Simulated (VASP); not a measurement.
# SnO2 in VASP: single point with PBEsol

Aim: the single point of SnO2 with PBEsol.

Everything below comes from runs of VASP 6.6.1. Logs are shortened: lines on timing, memory, paths and dates and some standing lists are left out, and cuts for length are marked.

## Step 1: The cell of the first run

The cell holds a slab with vacuum, 18 atoms: a = 6.424 Å, b = 4.769 Å, c = 21.617 Å, α = 90.00°, β = 90.00°, γ = 90.00°.

## Step 2: Single point, PBEsol

INCAR

```
SYSTEM = SnO2
  ALGO = Normal
  DIPOL = 0.5 0.5 0.501
  EDIFF = 1E-7
  ENCUT = 520
  GGA = PS
  IDIPOL = 3
  ISIF = 2
  ISMEAR = 0
  LASPH = .TRUE.
  LCHARG = .FALSE.
  LDIPOL = .TRUE.
  LREAL = Auto
  LWAVE = .FALSE.
  NBANDS = 93
  NELM = 60
  PREC = Accurate
  SIGMA = 0.05
```

KPOINTS

```
k-points
0
G
  4 6 1
  0 0 0
```

POSCAR

```
SnO2
1.0
    6.4241368321      0.0000000000      0.0000000000
    0.0000000000      4.7689689447      0.0000000000
    0.0000000000      0.0000000000     21.6166916130
O Sn
12 6
Direct
    0.2500000000      0.1937234956      0.3469541100
    0.7500000000      0.1937234956      0.3469541100
    0.2500000000      0.8062765044      0.4324307732
    0.7500000000      0.8062765044      0.4324307732
    0.0000000000      0.3062765044      0.4572616684
    0.5000000000      0.3062765044      0.4572616684
    0.0000011584      0.7040082038      0.5407924169
    0.5000092252      0.7040061574      0.5407936125
    0.2500113070      0.2194950621      0.5725682395
    0.7500081790      0.2194497793      0.5725521519
    0.2500199007      0.8568378892      0.6600196400
    0.7500254620      0.8569915376      0.6600393868
    0.0000000000      0.0000000000      0.3896924416
    0.5000000000      0.0000000000      0.3896924416
    0.2500018506      0.4952272805      0.5001245759
    0.7500025135      0.4952262762      0.5001200943
    0.0000218969     -0.0166589757      0.6116958638
    0.5000195426     -0.0166573476      0.6116974634
```

Potentials or basis: VASP PAW PBE potentials, release 64 (O, Sn_d).

Command:

```
> cat potpaw_PBE.64/O/POTCAR potpaw_PBE.64/Sn_d/POTCAR > POTCAR
> mpirun -np 1 vasp_std > vasp.out
```

OUTCAR:

```text
SYSTEM = SnO2
   EDIFF = 1E-7
   ENCUT = 520
   GGA = PS
   ISIF = 2
   ISMEAR = 0
   LASPH = .TRUE.
   LREAL = Auto
   NELM = 60
   PREC = Accurate

 ion  position               nearest neighbor table
   1  0.250  0.194  0.347-  13 2.07  14 2.07
   2  0.750  0.194  0.347-  13 2.07  14 2.07
   3  0.250  0.806  0.432-  13 2.07  14 2.07  15 2.08
   4  0.750  0.806  0.432-  13 2.07  14 2.07  16 2.08
   5  0.000  0.306  0.457-  16 2.06  15 2.06  13 2.07
   6  0.500  0.306  0.457-  16 2.06  15 2.06  14 2.07
   7  0.000  0.704  0.541-  17 2.03  15 2.08  16 2.08
   8  0.500  0.704  0.541-  18 2.03  16 2.08  15 2.08
   9  0.250  0.219  0.573-  15 2.04  17 2.14  18 2.14
  10  0.750  0.219  0.573-  16 2.04  18 2.14  17 2.14
  11  0.250  0.857  0.660-  18 2.01  17 2.01
  12  0.750  0.857  0.660-  17 2.01  18 2.01
  13  0.000  0.000  0.390-   5 2.07   2 2.07   3 2.07   4 2.07   1 2.07  14 3.21  14 3.21  16 3.72
                            15 3.72  16 3.75  15 3.75
  14  0.500  0.000  0.390-   6 2.07   2 2.07   3 2.07   4 2.07   1 2.07  13 3.21  13 3.21  16 3.72
                            15 3.72  16 3.75  15 3.75
  15  0.250  0.495  0.500-   9 2.04   6 2.06   5 2.06   3 2.08   7 2.08   8 2.08  16 3.21  16 3.21
                            17 3.72  18 3.72  14 3.72  13 3.72  14 3.75  13 3.75
  16  0.750  0.495  0.500-  10 2.04   5 2.06   6 2.06   4 2.08   8 2.08   7 2.08  15 3.21  15 3.21
                            18 3.72  17 3.72  13 3.72  14 3.72  13 3.75  14 3.75
  17  0.000  0.983  0.612-  12 2.01  11 2.01   7 2.03   9 2.14  10 2.14  18 3.21  18 3.21  15 3.72
                            16 3.72
  18  0.500  0.983  0.612-  11 2.01  12 2.01   8 2.03  10 2.14   9 2.14  17 3.21  17 3.21  16 3.72
                            15 3.72

  LATTYP: Found a simple orthorhombic cell.
 ALAT       =     4.7689689447
 B/A-ratio  =     1.3470703849
 C/A-ratio  =     4.5327809561

  Lattice vectors:

 A1 = (   0.0000000000,  -4.7689689447,   0.0000000000)
 A2 = (   6.4241368321,   0.0000000000,   0.0000000000)
 A3 = (   0.0000000000,   0.0000000000,  21.6166916130)

Analysis of symmetry for initial positions (statically):
=====================================================================
 Subroutine PRICEL returns:
 Original cell was already a primitive cell.

 Routine SETGRP: Setting up the symmetry group for a
 simple orthorhombic supercell.

 Subroutine GETGRP returns: Found  1 space group operations
 (whereof  1 operations were pure point group operations)
 out of a pool of  8 trial point group operations.

The static configuration has the point symmetry C_1 .

Analysis of symmetry for dynamics (positions and initial velocities):
=====================================================================
 Subroutine PRICEL returns:
 Original cell was already a primitive cell.

 Routine SETGRP: Setting up the symmetry group for a
 simple orthorhombic supercell.

 Subroutine GETGRP returns: Found  1 space group operations
 (whereof  1 operations were pure point group operations)
 out of a pool of  8 trial point group operations.

The dynamic configuration has the point symmetry C_1 .

 Subroutine INISYM returns: Found  1 space group operations
 (whereof  1 operations are pure point group operations),
 and found     1 'primitive' translations

----------------------------------------------------------------------------------------

                                     Primitive cell

  volume of cell :     662.2600

  direct lattice vectors                    reciprocal lattice vectors
     6.424136832  0.000000000  0.000000000     0.155662936  0.000000000  0.000000000
     0.000000000  4.768968945  0.000000000     0.000000000  0.209688931  0.000000000
     0.000000000  0.000000000 21.616691613     0.000000000  0.000000000  0.046260548

  length of vectors
     6.424136832  4.768968945 21.616691613     0.155662936  0.209688931  0.046260548

  position of ions in fractional coordinates (direct lattice)
     0.250000000  0.193723496  0.346954110
     0.750000000  0.193723496  0.346954110
     0.250000000  0.806276504  0.432430773
     0.750000000  0.806276504  0.432430773
     0.000000000  0.306276504  0.457261668
     0.500000000  0.306276504  0.457261668
[... 10 lines left out ...]
     0.000021897  0.983341024  0.611695864
     0.500019543  0.983342652  0.611697463

  ion indices of the primitive-cell ions
   primitive index   ion index
                 1           1
                 2           2
                 3           3
                 4           4
                 5           5
                 6           6
[... 10 lines left out ...]
                17          17
                18          18

----------------------------------------------------------------------------------------

 KPOINTS: k-points

Automatic generation of k-mesh.
 Grid dimensions read from file:
 generate k-points for:    4    6    1

 Generating k-lattice:

  Cartesian coordinates                     Fractional coordinates (reciprocal lattice)
     0.038915734  0.000000000  0.000000000     0.250000000  0.000000000  0.000000000
     0.000000000  0.034948155  0.000000000     0.000000000  0.166666667  0.000000000
     0.000000000  0.000000000  0.046260548     0.000000000  0.000000000  1.000000000

  Length of vectors
     0.038915734  0.034948155  0.046260548

  Shift w.r.t. Gamma in fractional coordinates (k-lattice)
     0.000000000  0.000000000  0.000000000

 Subroutine IBZKPT returns following result:
 ===========================================

 Found     14 irreducible k-points:

 Following reciprocal coordinates:
            Coordinates               Weight
  0.000000  0.000000  0.000000      1.000000
  0.250000  0.000000  0.000000      2.000000
  0.500000  0.000000  0.000000      1.000000
  0.000000  0.166667  0.000000      2.000000
  0.250000  0.166667  0.000000      2.000000
 -0.250000  0.166667  0.000000      2.000000
  0.500000  0.166667  0.000000      2.000000
  0.000000  0.333333  0.000000      2.000000
  0.250000  0.333333  0.000000      2.000000
 -0.250000  0.333333  0.000000      2.000000
  0.500000  0.333333  0.000000      2.000000
  0.000000  0.500000  0.000000      1.000000
  0.250000  0.500000  0.000000      2.000000
  0.500000  0.500000  0.000000      1.000000
   k-points           NKPTS =     14   k-points in BZ     NKDIM =     14   number of bands    NBANDS=     93
   number of dos      NEDOS =    301   number of ions     NIONS =     18
   total plane-waves  NPLWV = 279936
   dimension x,y,z NGX =    48 NGY =   36 NGZ =  162
   dimension x,y,z NGXF=    96 NGYF=   72 NGZF=  324
   ions per type =              12   6
   NGX,Y,Z   is equivalent  to a cutoff of  12.42, 12.55, 12.46 a.u.
   NGXF,Y,Z  is equivalent  to a cutoff of  24.84, 25.10, 24.92 a.u.
 SYSTEM =  SnO2
   PREC   = accura    normal or accurate (medium, high low for compatibility)
   ISTART =      0    job   : 0-new  1-cont  2-samecut
   ICHARG =      2    charge: 1-file 2-atom 10-const
   ISPIN  =      1    spin polarized calculation?
   LNONCOLLINEAR =      F non collinear calculations
   LSORBIT =      F    spin-orbit coupling
   LASPH  =      T    aspherical Exc in radial PAW
   ENCUT  =  520.0 eV  38.22 Ry    6.18 a.u.  11.94  8.87 40.19*2*pi/ulx,y,z
   NELM   =     60;   NELMIN=  2; NELMDL= -5     # of ELM steps
   EDIFF  = 0.1E-06   stopping-criterion for ELM
   LREAL  =      T    real-space projection
   EDIFFG = 0.1E-05   stopping-criterion for IOM
   NSW    =      0    number of steps for IOM
   IBRION =     -1    ionic relax: 0-MD 1-quasi-New 2-CG
   NFREE  =      0    steps in history (QN), initial steepest desc. (CG)
   ISIF   =      2    stress and relaxation
   ISYM   =      2    0-nonsym 1-usesym 2-fastsym
   POTIM  = 0.5000    time-step for ionic-motion
   TEBEG  =    0.0;   TEEND  =   0.0 temperature during run
   PSTRESS=    0.0 pullay stress
   NELECT =     156.0000    total number of electrons
   NUPDOWN=      -1.0000    fix difference up-down
   EMIN   =  10.00;   EMAX   =-10.00  energy-range for DOS
   EFERMI =   0.00;   METHOD = LEGACY
   ISMEAR =     0;   SIGMA  =   0.05  broadening in eV -4-tet -1-fermi 0-gaus
   EFERMI_NEDOS =   21; number of points for ismear=-14 and -15
   IALGO  =     38    algorithm
   IMIX   =      4    mixing-type and parameters
     AMIX     =   0.40;   BMIX     =  1.00
     AMIX_MAG =   1.60;   BMIX_MAG =  1.00
  volume/ion in A,a.u.               =      36.79       248.29
  Fermi-wavevector in a.u.,A,eV,Ry     =   1.011052  1.910611 13.908233  1.022226
  Thomas-Fermi vector in A             =   2.144078
   LORBIT       =      0    0 simple, 1 ext, 2 COOP (PROOUT), +10 PAW based schemes
   GGA     = PS    functional components
   LHFCALC =     F    Hartree Fock is set to
   AEXX    =    0.0000 exact exchange contribution
   IVDW    =     0    specifies the selected vdW correction
   LEPSILON=     F    determine dielectric tensor
   LRPA    =     F    only Hartree local field effects (RPA)
 non-spin polarized calculation
 Gauss-broadening in eV      SIGMA  =   0.05
  energy-cutoff  :      520.00
  volume of cell :      662.26
 maximum number of plane-waves:     17906
   NGX = 23   NGY = 17   NGZ = 81

 dipolmoment           0.000000      0.000000     -0.000003 electrons x Angstroem

 number of electron     156.0000009 magnetization

 dipolmoment           0.000000      0.000000      0.051411 electrons x Angstroem

 Free energy of the ion-electron system (eV)
  ---------------------------------------------------
  ext. energy  EPLUGINS =         0.00000000
  ---------------------------------------------------
  free energy    TOTEN  =      -113.56440884 eV

  energy without entropy =     -113.56440884  energy(sigma->0) =     -113.56440884

 E-fermi :  -2.9071     XC(G=0):  -4.4679

 val. band max:       -3.1902460348   @ k =   0.0000   0.0000   0.0000
 cond. band min:      -1.8205791968   @ k =   0.0000   0.0000   0.0000
 fundamental gap:      1.3696668380
 Fermi energy:        -2.9071496232

 k-point     1 :       0.0000    0.0000    0.0000
  band No.  band energies     occupation
      1     -24.1215      2.00000
      2     -24.0834      2.00000
      3     -23.9813      2.00000
      4     -23.8169      2.00000
      5     -23.7825      2.00000
      6     -23.5341      2.00000
[... 82 lines left out ...]
     89       4.3725      0.00000
     90       4.5599      0.00000

 k-point     2 :       0.2500    0.0000    0.0000
  band No.  band energies     occupation
      1     -24.0581      2.00000
      2     -24.0074      2.00000
      3     -23.9237      2.00000
      4     -23.7771      2.00000
      5     -23.7070      2.00000
      6     -23.5583      2.00000
[... 1105 lines left out ...]
     89       4.0663      0.00000
     90       4.1400      0.00000

 k-point    14 :       0.5000    0.5000    0.0000
  band No.  band energies     occupation
      1     -23.8430      2.00000
      2     -23.8429      2.00000
      3     -23.8076      2.00000
      4     -23.8076      2.00000
      5     -23.6741      2.00000
      6     -23.6741      2.00000
[... 82 lines left out ...]
     89       4.9353      0.00000
     90       4.9354      0.00000
 [bands above 90 left out]

------------------------ aborting loop because EDIFF is reached ----------------------------------------

 vacuum level on the upper side and lower side of the slab       (xc-potential included)         0.067        -0.224

  FORCE on cell =-STRESS in cart. coord.  units (eV):
  Direction    XX          YY          ZZ          XY          YZ          ZX
  --------------------------------------------------------------------------------------
  -------------------------------------------------------------------------------------
  Total      -15.2333084      1.2052138      0.9001829     -0.0001042      0.6133677     -0.0017047
  in kB      -36.8532941      2.9157223      2.1777742     -0.0002522      1.4838942     -0.0041241
  external PRESSURE =     -10.5865992 kB  Pullay stress =       0.0000000 kB

 VOLUME and BASIS-vectors are now :
 -----------------------------------------------------------------------------
  energy-cutoff  :      520.00
  volume of cell :      662.26
      direct lattice vectors                 reciprocal lattice vectors
     6.424136832  0.000000000  0.000000000     0.155662936  0.000000000  0.000000000
     0.000000000  4.768968945  0.000000000     0.000000000  0.209688931  0.000000000
     0.000000000  0.000000000 21.616691613     0.000000000  0.000000000  0.046260548

 POSITION                                       TOTAL-FORCE (eV/Angst)
 -----------------------------------------------------------------------------------
      1.60603      0.92386      7.50000        -0.000003     -1.278934      0.173056
      4.81810      0.92386      7.50000         0.000010     -1.278898      0.173141
      1.60603      3.84511      9.34772         0.000068     -0.834437      0.038008
      4.81810      3.84511      9.34772         0.000062     -0.834118      0.037471
      0.00000      1.46062      9.88448         0.000736     -0.040032      0.181584
      3.21207      1.46062      9.88448        -0.000417     -0.039989      0.181563
[... 10 lines left out ...]
      0.00014      4.68952     13.22284        -0.000792      0.037701      0.011853
      3.21219      4.68953     13.22288         0.000051      0.037323      0.011588
 -----------------------------------------------------------------------------------
    total drift:                               -0.000186     -0.011453     -0.042886

  FREE ENERGIE OF THE ION-ELECTRON SYSTEM (eV)
  ---------------------------------------------------
  free  energy   TOTEN  =      -113.5644088381 eV

  energy  without entropy=     -113.5644088381  energy(sigma->0) =     -113.56440884

 vacuum level on the upper side and lower side of the slab         4.625         4.328
```

Wall time 33 min (1 thread of Oxide Virtual Turin-like, shared host); peak memory 0.86 GiB.

Results:

```yaml
Free_energy: -113.5644 eV
Largest_force: 2.191 eV/Å
Band_gap_on_the_k_mesh: 1.37 eV
```

Forces on the atoms (eV/Å):
```
O    0.000 -1.279  0.173
O    0.000 -1.279  0.173
O    0.000 -0.834  0.038
O    0.000 -0.834  0.037
O    0.001 -0.040  0.182
O    0.000 -0.040  0.182
O    0.000  0.007 -0.006
O    0.000  0.007 -0.006
O    0.000  0.003  0.014
O    0.000  0.003  0.014
O    0.000 -0.028  0.069
O   -0.001 -0.030  0.068
Sn   0.000  2.138 -0.476
Sn   0.000  2.138 -0.476
Sn   0.000 -0.002 -0.004
Sn   0.000 -0.004 -0.006
Sn  -0.001  0.038  0.012
Sn   0.000  0.037  0.012
```

Caveat: the PAW data sets were made with another functional, which shifts forces and pressure a little; spin-orbit coupling is left out, which moves the levels of the heavy elements.
